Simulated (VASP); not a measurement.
# Ru (Pm-3m) in VASP: a series of runs

Runs on Ru. Level: RPBE. Tasks: single point, relaxation of cell and atoms.

All numbers are computed with VASP 6.6.1; they aren't measurements. Logs are shortened: lines on timing, memory, paths and dates and some standing lists are left out, and cuts for length are marked.

**1. The cell of the first run**

Symmetry: Pm-3m, No. 221, cubic system. Conventional cell: a = 2.592 Å, b = 2.592 Å, c = 2.592 Å, α = 90.00°, β = 90.00°, γ = 90.00°. Ru (site symmetry m-3m) has 6 Ru at 2.59 Å within 3.4 Å.

**2. Single point, RPBE (volume scaled by 1.08)**

File INCAR:

```
ALGO = Normal ; EDIFF = 1E-6
ENCUT = 520 ; GGA = RP
ISIF = 2 ; ISMEAR = -1
LASPH = True ; LCHARG = False
LREAL = False ; LWAVE = False
NBANDS = 13 ; NELM = 80
PREC = Accurate ; SIGMA = 0.1
```

File KPOINTS:

```
k-points
0
Gamma
  14 14 14
```

File POSCAR:

```
Ru
1.0
    2.5922519245      0.0000000000      0.0000000000
    0.0000000000      2.5922519245      0.0000000000
    0.0000000000      0.0000000000      2.5922519245
Ru
1
Direct
    0.0000000000      0.0000000000      0.0000000000
```

Potentials or basis: VASP PAW PBE potentials, release 64 (Ru_pv).

The run is started by

```console
$ cat potpaw_PBE.64/Ru_pv/POTCAR > POTCAR
$ mpirun -np 1 vasp_std > vasp.out
```

OUTCAR:

```text
EDIFF = 1E-6
   ENCUT = 520
   GGA = RP
   ISIF = 2
   ISMEAR = -1
   LASPH = True
   LREAL = False
   NELM = 80
   PREC = Accurate

 ion  position               nearest neighbor table
   1  0.000  0.000  0.000-

  LATTYP: Found a simple cubic cell.
 ALAT       =     2.5922519245

  Lattice vectors:

 A1 = (   2.5922519245,   0.0000000000,   0.0000000000)
 A2 = (   0.0000000000,   2.5922519245,   0.0000000000)
 A3 = (   0.0000000000,   0.0000000000,   2.5922519245)

Analysis of symmetry for initial positions (statically):
=====================================================================
 Subroutine PRICEL returns:
 Original cell was already a primitive cell.

 Routine SETGRP: Setting up the symmetry group for a
 simple cubic supercell.

 Subroutine GETGRP returns: Found 48 space group operations
 (whereof 48 operations were pure point group operations)
 out of a pool of 48 trial point group operations.

The static configuration has the point symmetry O_h .

Analysis of symmetry for dynamics (positions and initial velocities):
=====================================================================
 Subroutine PRICEL returns:
 Original cell was already a primitive cell.

 Routine SETGRP: Setting up the symmetry group for a
 simple cubic supercell.

 Subroutine GETGRP returns: Found 48 space group operations
 (whereof 48 operations were pure point group operations)
 out of a pool of 48 trial point group operations.

The dynamic configuration has the point symmetry O_h .

 Subroutine INISYM returns: Found 48 space group operations
 (whereof 48 operations are pure point group operations),
 and found     1 'primitive' translations

----------------------------------------------------------------------------------------

                                     Primitive cell

  volume of cell :      17.4193

  direct lattice vectors                    reciprocal lattice vectors
     2.592251925  0.000000000  0.000000000     0.385764975  0.000000000  0.000000000
     0.000000000  2.592251925  0.000000000     0.000000000  0.385764975  0.000000000
     0.000000000  0.000000000  2.592251925     0.000000000  0.000000000  0.385764975

  length of vectors
     2.592251925  2.592251925  2.592251925     0.385764975  0.385764975  0.385764975

  position of ions in fractional coordinates (direct lattice)
     0.000000000  0.000000000  0.000000000

  ion indices of the primitive-cell ions
   primitive index   ion index
                 1           1

----------------------------------------------------------------------------------------
[... 75 lines left out ...]
   NFREE  =      0    steps in history (QN), initial steepest desc. (CG)
   ISIF   =      2    stress and relaxation
   ISYM   =      2    0-nonsym 1-usesym 2-fastsym
   POTIM  = 0.5000    time-step for ionic-motion
   TEBEG  =    0.0;   TEEND  =   0.0 temperature during run
   PSTRESS=    0.0 pullay stress
   NELECT =      14.0000    total number of electrons
   NUPDOWN=      -1.0000    fix difference up-down
   EMIN   =  10.00;   EMAX   =-10.00  energy-range for DOS
   EFERMI =   0.00;   METHOD = LEGACY
   ISMEAR =    -1;   SIGMA  =   0.10  broadening in eV -4-tet -1-fermi 0-gaus
   EFERMI_NEDOS =   21; number of points for ismear=-14 and -15
   IALGO  =     38    algorithm
   IMIX   =      4    mixing-type and parameters
     AMIX     =   0.40;   BMIX     =  1.00
     AMIX_MAG =   1.60;   BMIX_MAG =  1.00
  volume/ion in A,a.u.               =      17.42       117.55
  Fermi-wavevector in a.u.,A,eV,Ry     =   1.522090  2.876333 31.521402  2.316758
  Thomas-Fermi vector in A             =   2.630716
   LORBIT       =      0    0 simple, 1 ext, 2 COOP (PROOUT), +10 PAW based schemes
   GGA     = RP    functional components
   LHFCALC =     F    Hartree Fock is set to
   AEXX    =    0.0000 exact exchange contribution
   IVDW    =     0    specifies the selected vdW correction
   LEPSILON=     F    determine dielectric tensor
   LRPA    =     F    only Hartree local field effects (RPA)
 non-spin polarized calculation
  energy-cutoff  :      520.00
  volume of cell :       17.42
 maximum number of plane-waves:       480
 NGX is ok and might be reduce to    20
   NGX =  9   NGY =  9   NGZ =  9

 number of electron      14.0000000 magnetization

 Free energy of the ion-electron system (eV)
  ---------------------------------------------------
  ext. energy  EPLUGINS =         0.00000000
  ---------------------------------------------------
  free energy    TOTEN  =        -7.45193256 eV

  energy without entropy =       -7.39130168  energy(sigma->0) =       -7.42161712

 E-fermi :   9.1015     XC(G=0): -12.3789

 val. band max:        9.0978593332   @ k =   0.2857   0.0714   0.0714
 cond. band min:       9.1229577356   @ k =   0.2143   0.2143   0.1429
 fundamental gap:      0.0250984024
 Fermi energy:         9.1014634699

 k-point     1 :       0.0000    0.0000    0.0000
  band No.  band energies     occupation
      1     -33.2350      2.00000
      2     -33.2350      2.00000
      3     -33.2350      2.00000
      4       2.5790      2.00000
      5       4.4649      2.00000
      6       4.4649      2.00000
      7      10.4833      0.00000
      8      10.4833      0.00000
      9      10.4833      0.00000
     10      20.2964      0.00000
     11      25.0760      0.00000
     12      25.0760      0.00000
     13      25.0760      0.00000
[... 354 lines left out ...]
  band No.  band energies     occupation
      1     -33.8324      2.00000
      2     -33.4785      2.00000
      3     -33.1549      2.00000
      4       5.1007      2.00000
      5       5.7654      2.00000
      6       7.0956      2.00000
      7       8.7766      1.92525
      8       9.7839      0.00217
      9       9.8395      0.00125
     10      17.8442      0.00000
     11      20.2965      0.00000
     12      23.8133      0.00000
     13      27.4875      0.00000

 [... further k-points ...]
[... 5 lines left out ...]
  --------------------------------------------------------------------------------------
  -------------------------------------------------------------------------------------
  Total       -1.4158127     -1.4158127     -1.4158127     -0.0000000     -0.0000000      0.0000000
  in kB     -130.2221229   -130.2221229   -130.2221229     -0.0000000     -0.0000000      0.0000000
  external PRESSURE =    -130.2221229 kB  Pullay stress =       0.0000000 kB

 VOLUME and BASIS-vectors are now :
 -----------------------------------------------------------------------------
  energy-cutoff  :      520.00
  volume of cell :       17.42
      direct lattice vectors                 reciprocal lattice vectors
     2.592251925  0.000000000  0.000000000     0.385764975  0.000000000  0.000000000
     0.000000000  2.592251925  0.000000000     0.000000000  0.385764975  0.000000000
     0.000000000  0.000000000  2.592251925     0.000000000  0.000000000  0.385764975

 POSITION                                       TOTAL-FORCE (eV/Angst)
 -----------------------------------------------------------------------------------
      0.00000      0.00000      0.00000         0.000000      0.000000      0.000000
 -----------------------------------------------------------------------------------
    total drift:                               -0.000000      0.000000      0.000000

  FREE ENERGIE OF THE ION-ELECTRON SYSTEM (eV)
  ---------------------------------------------------
  free  energy   TOTEN  =        -7.4519325566 eV

  energy  without entropy=       -7.3913016843  energy(sigma->0) =       -7.42161712
```

OSZICAR:

```text
N       E                     dE             d eps       ncg     rms          rms(c)
DAV:   1     0.110612573751E+03    0.11061E+03   -0.85051E+03  3128   0.111E+03
DAV:   2    -0.648157284826E+01   -0.11709E+03   -0.11207E+03  3365   0.315E+02
DAV:   3    -0.781252323863E+01   -0.13310E+01   -0.13251E+01  3655   0.376E+01
DAV:   4    -0.781701304565E+01   -0.44898E-02   -0.44897E-02  3365   0.237E+00
DAV:   5    -0.781704784868E+01   -0.34803E-04   -0.34802E-04  3645   0.192E-01    0.748E+00
DAV:   6    -0.746120051293E+01    0.35585E+00   -0.76666E-01  3200   0.104E+01    0.214E+00
DAV:   7    -0.745247568572E+01    0.87248E-02   -0.21068E-02  3360   0.152E+00    0.918E-01
DAV:   8    -0.745205786602E+01    0.41782E-03   -0.28557E-03  3210   0.629E-01    0.121E-01
DAV:   9    -0.745193600059E+01    0.12187E-03   -0.68839E-05  3370   0.105E-01    0.196E-02
DAV:  10    -0.745193233304E+01    0.36676E-05   -0.60289E-06  3475   0.302E-02    0.201E-03
DAV:  11    -0.745193255664E+01   -0.22361E-06   -0.21078E-07  1680   0.580E-03
   1 F= -.74519326E+01 E0= -.74216171E+01  d E =-.606309E-01
```

It took 9.6 s on 1 thread of Intel Xeon 6975P-C, shared host; peak memory 0.14 GiB.

What came out:

* Free energy: -7.4519 eV
* Pressure: -13.0 GPa
* Band gap on the k mesh: zero (band 7 reaches 12.26 eV, above the bottom of band 8 at 8.43 eV)

Caveat: the cell differs from its parent crystal (volume scaled by 1.08); the PAW data sets were made with another functional, which shifts forces and pressure a little.

**3. Single point, RPBE (volume scaled by 1.12)**

File INCAR:

```
  PREC = Accurate
  ENCUT = 520
  EDIFF = 1E-7
  ISMEAR = -1
  SIGMA = 0.1
  LREAL = F
  LASPH = T
  NELM = 60
  ALGO = Normal
  ISIF = 2
  LWAVE = F
  LCHARG = F
  GGA = RP
  NBANDS = 13
```

File KPOINTS:

```
regular mesh
0
Gamma
  14 14 14
```

File POSCAR:

```
Ru
1.0
    2.6238678688      0.0000000000      0.0000000000
    0.0000000000      2.6238678688      0.0000000000
    0.0000000000      0.0000000000      2.6238678688
Ru
1
Direct
    0.0000000000      0.0000000000      0.0000000000
```

Potentials or basis: VASP PAW PBE potentials, release 64 (Ru_pv).

The run is started by

```console
$ cat potpaw_PBE.64/Ru_pv/POTCAR > POTCAR
$ mpirun -np 1 vasp_std > vasp.out
```

Run time: 12 s. Hardware: 1 thread of Intel Xeon 6975P-C, shared host; peak memory 0.14 GiB.

The run converged. Its results:

| Property | Result |
| --- | --- |
| Free energy | -7.3903 eV |
| Pressure | -17.6 GPa |
| Band gap on the k mesh | zero (band 7 reaches 11.56 eV, above the bottom of band 8 at 7.94 eV) |

Levels at points of the mesh, in eV from the Fermi level:
```
           k point  band 4  band 5  band 6  band 7  band 8  band 9  band 10  band 11
(0.00, 0.00, 0.00)   -6.31   -4.40   -4.40    1.30    1.30    1.30    11.25    15.71
(0.50, 0.00, 0.00)   -3.83   -3.79   -0.78   -0.78    0.03    1.50     6.22    11.25
(0.50, 0.50, 0.00)   -4.92   -3.03   -0.37   -0.37    2.85    5.29     5.29    11.25
(0.50, 0.50, 0.50)   -3.81   -3.81   -3.81    2.98    2.98    9.48    11.25    11.32
```

Caveat: the cell differs from its parent crystal (volume scaled by 1.12); the PAW data sets were made with another functional, which shifts forces and pressure a little.

**4. Relaxation of cell and atoms, RPBE**

This run uses another cell than the first one, of 14.64 Å³/atom, 0.840 times its volume.

File INCAR:

```
SYSTEM = Ru
ALGO = Normal ; EDIFF = 1E-7
EDIFFG = -0.01 ; ENCUT = 600
GGA = RP ; IBRION = 2
ISIF = 3 ; ISMEAR = -1
LASPH = .True. ; LCHARG = .False.
LREAL = .False. ; LWAVE = .False.
NELM = 60 ; NSW = 80
PREC = Accurate ; SIGMA = 0.1
```

File KPOINTS:

```
k-points
0
Gamma
  13 13 13
  0 0 0
```

File POSCAR:

```
Ru
1.0
    2.4462764308      0.0000000000      0.0000000000
    0.0000000000      2.4462764308      0.0000000000
    0.0000000000      0.0000000000      2.4462764308
Ru
1
Direct
    0.0000000000      0.0000000000      0.0000000000
```

The run is started by

```console
$ cat potpaw_PBE.64/Ru_pv/POTCAR > POTCAR
$ mpirun -np 1 vasp_std > vasp.out
```

It took 61 s on 1 thread of Intel Xeon 6975P-C, shared host; peak memory 0.14 GiB.

The run converged. Its results:

```yaml
Free_energy: -7.5049 eV
Relaxed_volume: 16.12 Å³/atom
Relaxed_cell: a = 2.526 Å, b = 2.526 Å, c = 2.526 Å, α = 90.00°, β = 90.00°, γ = 90.00°
Space_group_after_relaxing_to_0.05_Å: Pm-3m (No. 221)
Energy_gained_by_relaxing: 106.8 meV/atom
Ionic_steps: 17
Pressure_after_relaxing: 0.1 GPa
Band_gap_on_the_k_mesh: zero (band 7 reaches 13.60 eV, above the bottom of band 8 at 9.39 eV)
```

The path:
```csv
step,energy change (eV),largest force (eV/Å),pressure (GPa),volume (Å³)
1,0.0000,0.0000,25.29,14.64
2,0.3000,0.0000,-26.26,20.10
3,-0.1062,0.0000,-1.58,16.25
4,-0.1068,0.0000,-0.22,16.14
5,-0.1068,0.0000,0.18,16.11
6,-0.1068,0.0000,0.18,16.11
7,-0.1068,0.0000,0.17,16.11
8,-0.1068,0.0000,0.16,16.11
9,-0.1068,0.0000,0.16,16.11
10,-0.1068,0.0000,0.16,16.11
11,-0.1068,0.0000,0.16,16.11
12,-0.1068,0.0000,0.16,16.11
13,-0.1068,0.0000,0.17,16.11
14,-0.1068,0.0000,0.17,16.11
15,-0.1068,0.0000,0.15,16.12
16,-0.1068,0.0000,0.12,16.12
17,-0.1068,0.0000,0.09,16.12
```

Final structure:
```cif
data_structure
_symmetry_space_group_name_H-M 'P 1'
_symmetry_Int_Tables_number 1
_cell_length_a 2.5261
_cell_length_b 2.5261
_cell_length_c 2.5261
_cell_angle_alpha 90.000
_cell_angle_beta 90.000
_cell_angle_gamma 90.000
_cell_volume 16.12
loop_
_atom_site_label
_atom_site_type_symbol
_atom_site_fract_x
_atom_site_fract_y
_atom_site_fract_z
_atom_site_occupancy
Ru1 Ru 0.00000 0.00000 0.00000 1
```

Levels at points of the mesh, in eV from the Fermi level:
```tsv
k point	band 4	band 5	band 6	band 7	band 8	band 9	band 10	band 11
(0.00, 0.00, 0.00)	-6.98	-5.18	-5.18	1.56	1.56	1.56	11.07	16.55
```

Caveat: the PAW data sets were made with another functional, which shifts forces and pressure a little.

**5. The runs side by side**

```csv
task,cell,k mesh,cutoff (eV),gap on the mesh (eV),pressure (GPa)
single point,"a = 2.592 Å, 1 atom",14 × 14 × 14,520,none,-13.0
single point,"a = 2.624 Å, 1 atom",14 × 14 × 14,520,none,-17.6
relaxation of cell and atoms,"relaxed from a = 2.446 Å, 1 atom",13 × 13 × 13,600,none,0.1
```

Alike in all rows: level RPBE; potentials or basis VASP PAW PBE potentials, release 64 (Ru_pv); no spin polarisation; smearing fermi-dirac 0.1 eV.

Caveats: the PAW data sets were made with another functional, which shifts forces and pressure a little.

Absolute energies hang on the potentials; compare differences alone.
